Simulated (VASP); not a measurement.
The system is Li2ZnO2.

```xyz
5
Lattice="3.5478 0.0000 0.0000 0.0000 3.5478 0.0000 0.0000 0.0000 4.8125" Properties=species:S:1:pos:R:3 pbc="T T T"
Li    0.0000    1.7739    2.4063
Li    1.7739    0.0000    2.4063
Zn    0.0000    0.0000    0.0000
O     1.7739    1.7739    1.1550
O     1.7739    1.7739    3.6575
```

* Program: VASP 6.6.1
* Task: relaxation of cell and atoms
* Functional: PBE
* Potentials or basis: VASP PAW PBE potentials, release 64 (Li_sv, Zn, O)
* Cutoff: 600 eV
* k mesh: 6 × 6 × 4
* Occupations: gaussian, width 0.1 eV
* Spin: no spin polarisation

At the start: pressure -11.3 GPa; volume 12.11 Å³/atom.

Task: How do energy, volume and symmetry change on relaxing?

Result: Over 11 steps the energy falls by 367.3 meV/atom and the volume is 8.89 Å³/atom (-26.6 %); space group P4/mmm (No. 123, to 0.05 Å).

Step by step:
```csv
step,energy change (eV),largest force (eV/Å),pressure (GPa),volume (Å³)
1,0.0000,1.0616,-11.33,60.57
2,-0.7711,0.2287,-7.61,53.30
3,-1.1487,0.8344,-1.29,47.94
4,-0.7172,4.3946,30.22,38.09
5,-1.2284,1.4017,3.06,45.74
6,-1.7455,0.8301,4.60,43.24
7,-1.7834,0.6421,5.86,42.53
8,-1.7839,0.5863,6.28,42.32
9,-1.8360,0.0371,0.29,44.33
10,-1.8360,0.0470,0.28,44.37
11,-1.8364,0.0103,0.07,44.43
```

Final structure:
```xyz
5
Lattice="2.9154 0.0000 0.0000 0.0000 2.9154 0.0000 0.0000 0.0000 5.2281" Properties=species:S:1:pos:R:3 pbc="T T T"
Li    0.0000    1.4577    2.6140
Li    1.4577    0.0000    2.6140
Zn    0.0000    0.0000    0.0000
O     1.4577    1.4577    1.3114
O     1.4577    1.4577    3.9167
```

Caveat: the cutoff is under 1.25 times the usual one of these potentials, so pressure, stress and relaxed cells hold a basis-set (Pulay) error; the volume moved by over 15 % at a fixed basis, so the end points are rough.
